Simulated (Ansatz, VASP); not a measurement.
**Al5Rh in VASP and in Ansatz**

```
Al Rh
1.0
     5.18380    0.00000    0.00000
    -2.59190    4.48930    0.00000
     0.00000    0.00000    7.43030
Al Rh
5 1
Direct
  0.00000 0.00000 0.18488
  0.00000 0.00000 0.81512
  0.50000 0.00000 0.00000
  0.00000 0.50000 0.00000
  0.50000 0.50000 0.00000
  0.00000 0.00000 0.50000
```

Alike in both runs: functional PBE; k mesh 6 × 6 × 4; occupations gaussian, width 0.1 eV; no spin polarisation.

Ansatz relaxed the structure, and its values are those at the end. VASP's run is a single point on that final structure, the one shown.

|  | VASP | Ansatz |
| --- | --- | --- |
| version | VASP 6.6.1 | Ansatz 0.2.0 |
| potentials or method | VASP PAW PBE potentials, release 64 (Al, Rh_pv), cutoff 520 eV | scalar-relativistic, plane waves, PAW |
| valence electrons in the cell | 30 | 32 |

```tsv
	VASP	Ansatz	Ansatz less VASP
gap on the k mesh at the Fermi level (eV)	none	none	-
pressure (GPa)	-0.1	-0.1	0.00
rms of the force components (eV/Å)	0.004	0.001	-0.0031
```

A gap of «none» marks a metal or a gap that the smearing closes. VASP's potentials hold 30 valence electrons a cell and Ansatz's 32, so a difference there can come from the potentials and not from the codes.
